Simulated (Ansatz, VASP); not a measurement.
# One calculation of HgTe, two programs

```xyz
2
Lattice="0.0000 3.2300 3.2300 3.2300 0.0000 3.2300 3.2300 3.2300 0.0000" Properties=species:S:1:pos:R:3 pbc="T T T"
Hg    0.0000    0.0000    0.0000
Te    3.2300    3.2300    3.2300
```

Alike in both runs: task single point; functional PBE; k mesh 6 × 6 × 6; occupations gaussian, width 0.05 eV; no spin polarisation.

|  | VASP | Ansatz |
| --- | --- | --- |
| version | VASP 6.6.1 | Ansatz 0.2.0 |
| potentials or method | VASP PAW PBE potentials, release 64 (Hg, Te), cutoff 500 eV | scalar-relativistic, plane waves, PAW |
| valence electrons in the cell | 18 | 36 |

|  | VASP | Ansatz | Ansatz less VASP |
| --- | --- | --- | --- |
| gap on the k mesh at the Fermi level (eV) | none | none | - |
| pressure (GPa) | -4.7 | -4.8 | -0.04 |

A gap of «none» marks a metal or a gap that the smearing closes. With one functional, cell and mesh, what is left measures potentials, basis and numerics. VASP's potentials hold 18 valence electrons a cell and Ansatz's 36, so a difference there can come from the potentials and not from the codes.

Spin-orbit coupling is off throughout.
